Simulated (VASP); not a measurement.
Input of a VASP 6.6.1 run:

The input POSCAR:

```
KBrF3
1.0
    3.0549600000      1.7637790000      2.7657190000
   -3.0549600000      1.7637790000      2.7657190000
    0.0000000000     -3.5275680000      2.7657190000
K Br F
1 1 3
Direct
    0.0000000000      0.0000000000      0.0000000000
    0.4830000000      0.4830000000      0.4830000000
    0.5440000000      0.1160000000      0.5440000000
    0.5440000000      0.5440000000      0.1160000000
    0.1160000000      0.5440000000      0.5440000000
```

INCAR.step1

```
SYSTEM = KBrF3
PREC = Accurate
ENCUT = 660
ISMEAR = -1
SIGMA = 0.1
LREAL = .False.
LASPH = .True.
NELM = 120
GGA = PE
ALGO = Normal
EDIFF = 1E-5
LWAVE = .True.
LCHARG = .False.
GGA_COMPAT = .False.
IBRION = 2
ISIF = 3
EDIFFG = -0.005
NELMIN = 4
NSW = 100
```

The input INCAR.step2:

```
SYSTEM = KBrF3
PREC = Accurate
ENCUT = 660
EDIFF = 1E-7
ISMEAR = -1
SIGMA = 0.1
LREAL = .False.
LASPH = .True.
NELM = 120
ALGO = Normal
ISIF = 3
LWAVE = .False.
LCHARG = .False.
METAGGA = R2SCAN
LMIXTAU = .True.
IBRION = 2
NSW = 60
EDIFFG = -0.03
ISTART = 1
GGA_COMPAT = .False.
NELMIN = 4
```

KPOINTS

```
Automatic mesh
0
Gamma
  6 6 6
  0 0 0
```

Potentials or basis: VASP PAW PBE potentials, release 64 (K_sv, Br, F).

The run is started by

```sh
$ cat potpaw_PBE.64/K_sv/POTCAR potpaw_PBE.64/Br/POTCAR potpaw_PBE.64/F/POTCAR > POTCAR
$ cp INCAR.step1 INCAR
$ mpirun -np 1 vasp_std > vasp.out
$ cp INCAR.step2 INCAR
$ mpirun -np 1 vasp_std > vasp.out
```

Task: Predict the band gap on the k mesh.

Result: Zero (an odd number of electrons rules out a gap without spin polarisation).

Task: Predict the relaxed volume.

Result: 18.22 Å³/atom.

Task: What does it give for the relaxed cell?

Result: a = 4.550 Å, b = 4.550 Å, c = 4.550 Å, α = 81.09°, β = 81.09°, γ = 81.09°.

Task: What does it give for the space group after relaxing (to 0.1 Å)?

Result: R3m (No. 160).

Final structure:
```
K Br F
1.0
     2.95781    1.70769    3.00638
    -2.95781    1.70769    3.00638
     0.00000   -3.41539    3.00638
K Br F
1 1 3
Direct
  0.97815 0.97815 0.97815
  0.54962 0.54962 0.54962
  0.55628 0.04666 0.55628
  0.55628 0.55628 0.04666
  0.04666 0.55628 0.55628
```

Caveat: the PAW data sets were made with another functional, which shifts forces and pressure a little; an odd number of electrons without spin polarisation forces a metal; a magnetic or distorted state may lie lower.
